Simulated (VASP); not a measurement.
A run of VASP 6.6.1 is set up as follows.

POSCAR

```
BN
1.0
    0.0000000000      1.8485590667      1.8485590667
    1.8485590667      0.0000000000      1.8485590667
    1.8485590667      1.8485590667      0.0000000000
N B
1 1
Direct
    0.2500000000      0.2500000000      0.2500000000
    0.0000000000      0.0000000000      0.0000000000
```

Contents of INCAR.step1:

```
METAGGA = LAK
ISMEAR = 0
SIGMA = 0.03
LWAVE = F
LCHARG = F
NSW = 80
PREC = Accurate
LASPH = T
LREAL = F
ALGO = Normal
EDIFF = 1E-7
NELM = 120
GGA_COMPAT = F
IBRION = 2
ISIF = 3
EDIFFG = -0.002
NELMIN = 4
ENCUT = 840
EFERMI = MIDGAP
LMIXTAU = T
POTIM = 0.5
```

The input INCAR.step4:

```
METAGGA = LAK
ISMEAR = 0
SIGMA = 0.03
LWAVE = F
LCHARG = F
PREC = Accurate
LASPH = T
LREAL = F
ALGO = Normal
EDIFF = 1E-7
NELM = 120
GGA_COMPAT = F
ISIF = 2
ENCUT = 840
EFERMI = MIDGAP
LMIXTAU = T
```

The input KPOINTS:

```
Automatic mesh
0
Gamma
  13 13 13
  0 0 0
```

Potentials or basis: VASP PAW PBE potentials, release 64 (N, B).

Run with:

```sh
$ cat potpaw_PBE.64/N/POTCAR potpaw_PBE.64/B/POTCAR > POTCAR
$ cp INCAR.step1 INCAR
$ cp POSCAR.step1 POSCAR
$ mpirun -np 1 vasp_std > vasp.out
$ cp CONTCAR POSCAR
$ mpirun -np 1 vasp_std > vasp.out
$ cp CONTCAR POSCAR
$ mpirun -np 1 vasp_std > vasp.out
$ cp CONTCAR POSCAR
$ cp INCAR.step4 INCAR
$ mpirun -np 1 vasp_std > vasp.out
```

Problem. What does it give for the relaxed volume?

Solution. 5.97 Å³/atom.

Problem. Estimate the band gap on the k mesh.

Solution. 5.55 eV (least direct gap 9.71 eV).

Problem. Estimate the space group after relaxing (to 0.1 Å).

Solution. F-43m (No. 216).

Problem. Predict the relaxed cell.

Solution. a = 2.565 Å, b = 2.565 Å, c = 2.565 Å, α = 60.00°, β = 60.00°, γ = 60.00°.

Step by step:
| step | energy change (eV) | largest force (eV/Å) | pressure (GPa) | volume (Å³) |
| --- | --- | --- | --- | --- |
| 1 | 0.0000 | 0.0000 | -19.54 | 12.63 |
| 2 | 0.0032 | 0.0000 | 24.18 | 11.28 |
| 3 | -0.0444 | 0.0000 | -0.18 | 11.94 |
| 4 | -0.0444 | 0.0000 | 0.25 | 11.93 |
| 5 | -0.0444 | 0.0000 | -0.22 | 11.94 |
| 6 | -0.0444 | 0.0000 | 0.03 | 11.94 |
| 7 | -0.0442 | 0.0000 | 0.01 | 11.94 |
| 8 | -0.0442 | 0.0000 | 0.01 | 11.94 |

Caveat: the PAW data sets were made with another functional, which shifts forces and pressure a little; an odd mesh through Γ misses points on the zone boundary, where band edges can lie.
